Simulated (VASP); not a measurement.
Crystal: N.

```
CELL_PARAMETERS angstrom
0.00000 1.55381 1.55381
1.55381 0.00000 1.55381
1.55381 1.55381 0.00000
ATOMIC_POSITIONS crystal
N 0.00000 0.00000 0.00000
```

Program: VASP 6.6.1. Alike in all runs: task single point; level PBEsol; potentials or basis VASP PAW PBE potentials, release 64 (N); no spin polarisation; cell as given; cutoff (eV) 600; smearing gaussian 0.1 eV.

Task: Order these runs on this cell by their pressure, lowest first.
A. k mesh 7 × 7 × 7
B. k mesh 11 × 11 × 11
C. k mesh 4 × 4 × 4

Result: C (-12.0 GPa), B (-8.6 GPa), A (-6.1 GPa).

Caveats: some runs use coarse meshes; the PAW data sets were made with another functional, which shifts forces and pressure a little.
